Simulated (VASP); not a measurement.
# Lu (P-1) in VASP: single point with PBEsol+D4

Aim: the single point of Lu with PBEsol+D4.

Program: VASP 6.6.1. These are calculated values, not measurements. Logs are shortened: lines on timing, memory, paths and dates and some standing lists are left out, and cuts for length are marked.

## Step 1: The cell of the first run

The typed cell holds 1 atom: a = 3.397 Å, b = 3.386 Å, c = 3.343 Å, α = 108.61°, β = 110.76°, γ = 108.33°.

## Step 2: Single point, PBEsol+D4 (the cell strained at random)

Input file INCAR:

```
PREC = Accurate ; ENCUT = 520
EDIFF = 1E-7 ; ISMEAR = -1
SIGMA = 0.01 ; LREAL = False
LASPH = True ; NELM = 100
ALGO = Normal ; ISIF = 2
LWAVE = False ; LCHARG = False
GGA = PS ; IVDW = 13
NBANDS = 18
```

Input file KPOINTS:

```
Automatic mesh
0
Gamma
  7 7 7
```

Input file POSCAR:

```
Lu
1.0
   -1.9549580000      1.9382180000      1.9904860000
    1.9815290000     -1.9014430000      1.9802820000
    1.9447690000      1.8912540000     -1.9537120000
Lu
1
Direct
   -0.0161010000     -0.0048120000     -0.0140350000
```

Potentials or basis: VASP PAW PBE potentials, release 64 (Lu).

Run with:

```console
$ cat potpaw_PBE.64/Lu/POTCAR > POTCAR
$ mpirun -np 1 vasp_std > vasp.out
```

OUTCAR:

```text
PREC = Accurate
   ENCUT = 520
   EDIFF = 1E-7
   ISMEAR = -1
   LREAL = False
   LASPH = True
   NELM = 100
   ISIF = 2
   GGA = PS
   IVDW = 13

 ion  position               nearest neighbor table
   1  0.984  0.995  0.986-

  LATTYP: Found a triclinic cell.
 ALAT       =     8.7520136490
 B/A-ratio  =     0.6337719231
 C/A-ratio  =     0.3868564689
 COS(alpha) =     0.0003246625
 COS(beta)  =     0.2651887256
 COS(gamma) =     0.9470279790

  Lattice vectors:

 A1 = (  -7.8260250000,   0.0571530000,   3.9176280000)
 A2 = (  -3.8997270000,   0.0469640000,   3.9441980000)
 A3 = (  -1.9815290000,   1.9014430000,  -1.9802820000)

Analysis of symmetry for initial positions (statically):
=====================================================================
 Subroutine PRICEL returns:
 Original cell was already a primitive cell.

 Routine SETGRP: Setting up the symmetry group for a
 triclinic supercell.

 Subroutine GETGRP returns: Found  2 space group operations
 (whereof  1 operations were pure point group operations)
 out of a pool of  2 trial point group operations.

The static configuration has the point symmetry C_1 .
 The point group associated with its full space group is S_2 .

Analysis of symmetry for dynamics (positions and initial velocities):
=====================================================================
 Subroutine PRICEL returns:
 Original cell was already a primitive cell.

 Routine SETGRP: Setting up the symmetry group for a
 triclinic supercell.

 Subroutine GETGRP returns: Found  2 space group operations
 (whereof  1 operations were pure point group operations)
 out of a pool of  2 trial point group operations.

The dynamic configuration has the point symmetry C_1 .
 The point group associated with its full space group is S_2 .

 Subroutine INISYM returns: Found  2 space group operations
 (whereof  1 operations are pure point group operations),
 and found     1 'primitive' translations

----------------------------------------------------------------------------------------

                                     Primitive cell

  volume of cell :      29.8473

  direct lattice vectors                    reciprocal lattice vectors
    -1.954958000  1.938218000  1.990486000    -0.001016649  0.258734450  0.249451001
     1.981529000 -1.901443000  1.980282000     0.252995452 -0.001729153  0.250163507
     1.944769000  1.891254000 -1.953712000     0.255400342  0.261851844 -0.004134174

  length of vectors
     3.397143552  3.385773096  3.343046326     0.359402770  0.355796949  0.365804339

  position of ions in fractional coordinates (direct lattice)
     0.983899000  0.995188000  0.985965000

  ion indices of the primitive-cell ions
   primitive index   ion index
                 1           1

----------------------------------------------------------------------------------------

 KPOINTS: Automatic mesh

Automatic generation of k-mesh.
 Grid dimensions read from file:
 generate k-points for:    7    7    7

 Generating k-lattice:

  Cartesian coordinates                     Fractional coordinates (reciprocal lattice)
    -0.000145236  0.036962064  0.035635857     0.142857143  0.000000000 -0.000000000
     0.036142207 -0.000247022  0.035737644    -0.000000000  0.142857143  0.000000000
     0.036485763  0.037407406 -0.000590596    -0.000000000 -0.000000000  0.142857143

  Length of vectors
     0.051343253  0.050828136  0.052257763

  Shift w.r.t. Gamma in fractional coordinates (k-lattice)
     0.000000000  0.000000000  0.000000000

 Subroutine IBZKPT returns following result:
 ===========================================

 Found    172 irreducible k-points:

 Following reciprocal coordinates:
            Coordinates               Weight
  0.000000  0.000000  0.000000      1.000000
  0.142857 -0.000000  0.000000      2.000000
  0.285714  0.000000  0.000000      2.000000
  0.428571 -0.000000  0.000000      2.000000
 -0.000000  0.142857  0.000000      2.000000
  0.142857  0.142857 -0.000000      2.000000
[... 16 lines left out ...]
 -0.428571  0.428571  0.000000      2.000000
 -0.285714  0.428571 -0.000000      2.000000
 [... further k-points ...]
   k-points           NKPTS =    172   k-points in BZ     NKDIM =    172   number of bands    NBANDS=     18
   number of dos      NEDOS =    301   number of ions     NIONS =      1
   total plane-waves  NPLWV =  21952
   dimension x,y,z NGX =    28 NGY =   28 NGZ =   28
   dimension x,y,z NGXF=    56 NGYF=   56 NGZF=   56
   ions per type =               1
   NGX,Y,Z   is equivalent  to a cutoff of  13.70, 13.75, 13.92 a.u.
   NGXF,Y,Z  is equivalent  to a cutoff of  27.40, 27.50, 27.85 a.u.
 SYSTEM =  unknown system
   PREC   = accura    normal or accurate (medium, high low for compatibility)
   ISTART =      0    job   : 0-new  1-cont  2-samecut
   ICHARG =      2    charge: 1-file 2-atom 10-const
   ISPIN  =      1    spin polarized calculation?
   LNONCOLLINEAR =      F non collinear calculations
   LSORBIT =      F    spin-orbit coupling
   LASPH  =      T    aspherical Exc in radial PAW
   ENCUT  =  520.0 eV  38.22 Ry    6.18 a.u.   6.32  6.30  6.22*2*pi/ulx,y,z
   NELM   =    100;   NELMIN=  2; NELMDL= -5     # of ELM steps
   EDIFF  = 0.1E-06   stopping-criterion for ELM
   LREAL  =      F    real-space projection
   EDIFFG = 0.1E-05   stopping-criterion for IOM
   NSW    =      0    number of steps for IOM
   IBRION =     -1    ionic relax: 0-MD 1-quasi-New 2-CG
   NFREE  =      0    steps in history (QN), initial steepest desc. (CG)
   ISIF   =      2    stress and relaxation
   ISYM   =      2    0-nonsym 1-usesym 2-fastsym
   POTIM  = 0.5000    time-step for ionic-motion
   TEBEG  =    0.0;   TEEND  =   0.0 temperature during run
   PSTRESS=    0.0 pullay stress
   NELECT =      25.0000    total number of electrons
   NUPDOWN=      -1.0000    fix difference up-down
   EMIN   =  10.00;   EMAX   =-10.00  energy-range for DOS
   EFERMI =   0.00;   METHOD = LEGACY
   ISMEAR =    -1;   SIGMA  =   0.01  broadening in eV -4-tet -1-fermi 0-gaus
   EFERMI_NEDOS =   21; number of points for ismear=-14 and -15
   IALGO  =     38    algorithm
   IMIX   =      4    mixing-type and parameters
     AMIX     =   0.40;   BMIX     =  1.00
     AMIX_MAG =   1.60;   BMIX_MAG =  1.00
  volume/ion in A,a.u.               =      29.85       201.42
  Fermi-wavevector in a.u.,A,eV,Ry     =   1.543191  2.916209 32.401448  2.381439
  Thomas-Fermi vector in A             =   2.648889
   LORBIT       =      0    0 simple, 1 ext, 2 COOP (PROOUT), +10 PAW based schemes
   GGA     = PS    functional components
   LHFCALC =     F    Hartree Fock is set to
   AEXX    =    0.0000 exact exchange contribution
   IVDW    =    13    specifies the selected vdW correction
   LEPSILON=     F    determine dielectric tensor
   LRPA    =     F    only Hartree local field effects (RPA)
 non-spin polarized calculation
  energy-cutoff  :      520.00
  volume of cell :       29.85
 maximum number of plane-waves:       817
 NGX is ok and might be reduce to    28
   NGX = 13   NGY = 13   NGZ = 13

 number of electron      25.0000004 magnetization

 Free energy of the ion-electron system (eV)
  ---------------------------------------------------
  ext. energy  EPLUGINS =         0.00000000
  ---------------------------------------------------
  free energy    TOTEN  =        -4.77978777 eV

  energy without entropy =       -4.77925153  energy(sigma->0) =       -4.77951965

 E-fermi :   2.1486     XC(G=0): -10.6613

 val. band max:        2.1442257283   @ k =   0.4286   0.2857   0.1429
 cond. band min:       2.1518895076   @ k =   0.1429   0.2857   0.4286
 fundamental gap:      0.0076637794
 Fermi energy:         2.1486049729

 k-point     1 :       0.0000    0.0000    0.0000
  band No.  band energies     occupation
      1     -54.3051      2.00000
      2     -24.7334      2.00000
      3     -24.7293      2.00000
      4     -24.7252      2.00000
      5      -3.9640      2.00000
      6      -3.0501      2.00000
[... 10 lines left out ...]
     17       6.6166      0.00000
     18      13.4321      0.00000

 k-point     2 :       0.1429   -0.0000    0.0000
  band No.  band energies     occupation
      1     -54.3001      2.00000
      2     -24.8140      2.00000
      3     -24.7565      2.00000
      4     -24.7316      2.00000
      5      -3.4045      2.00000
      6      -3.0455      2.00000
[... 10 lines left out ...]
     17       6.4616      0.00000
     18      14.1590      0.00000

 k-point     3 :       0.2857    0.0000    0.0000
  band No.  band energies     occupation
      1     -54.2888      2.00000
      2     -25.0017      2.00000
      3     -24.8162      2.00000
      4     -24.7344      2.00000
      5      -3.0396      2.00000
      6      -3.0122      2.00000
[... 10 lines left out ...]
     17       6.6942      0.00000
     18      12.7975      0.00000

 k-point     4 :       0.4286   -0.0000    0.0000
  band No.  band energies     occupation
      1     -54.2797      2.00000
      2     -25.1469      2.00000
      3     -24.8635      2.00000
      4     -24.7366      2.00000
      5      -3.0398      2.00000
      6      -3.0136      2.00000
[... 375 lines left out ...]
      4     -24.7620      2.00000
      5      -3.0289      2.00000
      6      -3.0229      2.00000
[... 10 lines left out ...]
     17       9.3973      0.00000
     18       9.4469      0.00000

 k-point    23 :      -0.4286    0.4286    0.0000
  band No.  band energies     occupation
      1     -54.2780      2.00000
      2     -25.1586      2.00000
      3     -24.8762      2.00000
      4     -24.7373      2.00000
      5      -3.0342      2.00000
      6      -3.0185      2.00000
[... 10 lines left out ...]
     17       8.5514      0.00000
     18      10.6675      0.00000

 k-point    24 :      -0.2857    0.4286   -0.0000
  band No.  band energies     occupation
      1     -54.2805      2.00000
      2     -25.0959      2.00000
      3     -24.8685      2.00000
      4     -24.7574      2.00000
      5      -3.0265      2.00000
      6      -3.0193      2.00000
[... 10 lines left out ...]
     17       7.8437      0.00000
     18      10.9527      0.00000

 [... further k-points ...]

------------------------ aborting loop because EDIFF is reached ----------------------------------------

  DFT-D4 for vdW energy calculation

  Edisp (eV):   -0.10499

  FORCE on cell =-STRESS in cart. coord.  units (eV):
  Direction    XX          YY          ZZ          XY          YZ          ZX
  --------------------------------------------------------------------------------------
  -------------------------------------------------------------------------------------
  Total      -0.61135    -0.73256    -0.59063     0.02262    -0.07096    -0.10969
  in kB     -32.81654   -39.32302   -31.70454     1.21442    -3.80893    -5.88809
  external pressure =      -34.61 kB  Pullay stress =        0.00 kB

 VOLUME and BASIS-vectors are now :
 -----------------------------------------------------------------------------
  energy-cutoff  :      520.00
  volume of cell :       29.85
      direct lattice vectors                 reciprocal lattice vectors
    -1.954958000  1.938218000  1.990486000    -0.001016649  0.258734450  0.249451001
     1.981529000 -1.901443000  1.980282000     0.252995452 -0.001729153  0.250163507
     1.944769000  1.891254000 -1.953712000     0.255400342  0.261851844 -0.004134174

 POSITION                                       TOTAL-FORCE (eV/Angst)
 -----------------------------------------------------------------------------------
      1.96599      1.87943      2.00290        -0.000000      0.000000      0.000000
 -----------------------------------------------------------------------------------
    total drift:                               -0.000025     -0.000011     -0.000021

  FREE ENERGIE OF THE ION-ELECTRON SYSTEM (eV)
  ---------------------------------------------------
  free  energy   TOTEN  =        -4.8847764531 eV

  energy  without entropy=       -4.8842402120  energy(sigma->0) =       -4.88450833
```

Run time: 2.9 min. Hardware: 1 thread of Oxide Virtual Turin-like, shared host; peak memory 0.2 GiB.

Results:

| Property | Result |
| --- | --- |
| Free energy | -4.8848 eV |
| Pressure | -3.5 GPa |
| Dispersion energy per atom | -0.105 eV |

Stress tensor (GPa, compression positive):
```
-3.28  0.12 -0.59
 0.12 -3.93 -0.38
-0.59 -0.38 -3.17
```

Levels at points of the mesh, in eV from the Fermi level:
```tsv
k point	band 8	band 9	band 10	band 11	band 12	band 13	band 14	band 15	band 16	band 17
(0.00, 0.00, 0.00)	-5.18	-5.11	-5.10	-5.10	-5.09	1.82	2.08	2.26	4.06	4.47
```

Caveat: the cell differs from its parent crystal (the cell strained at random); the PAW data sets were made with another functional, which shifts forces and pressure a little; spin-orbit coupling is left out, which moves the levels of the heavy elements; pairwise dispersion overbinds metals, which lowers pressure and volume.
